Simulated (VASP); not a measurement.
The system is SnO2.

```
Sn O
1.0
     0.00000    2.60802    2.60802
     2.60802    0.00000    2.60802
     2.60802    2.60802    0.00000
Sn O
1 2
Direct
  0.00000 0.00000 0.00000
  0.75000 0.75000 0.75000
  0.25000 0.25000 0.25000
```

This cell differs from its parent crystal: volume scaled by 1.04.

Base run:

* Program: VASP 6.6.1
* Functional: PBE
* Potentials or basis: VASP PAW PBE potentials, release 64 (Sn_d, O)
* Cutoff: 520 eV
* k mesh: 9 × 9 × 9
* Occupations: fermi-dirac, width 0.05 eV
* Spin: no spin polarisation

Its results: band gap on the k mesh zero (band 13 reaches 6.74 eV, above the bottom of band 14 at 6.26 eV); pressure -6.6 GPa.

Q: The run is repeated on the same cell with these changes: functional from PBE to LDA; potentials or basis from VASP PAW PBE potentials, release 64 (Sn_d, O) to VASP PAW LDA potentials, release 64 (Sn_d, O). What comes out?

A: Band gap on the k mesh zero (band 13 reaches 6.43 eV, above the bottom of band 14 at 5.89 eV); pressure -17.4 GPa.

Caveats: spin-orbit coupling is left out, which moves the levels of the heavy elements.
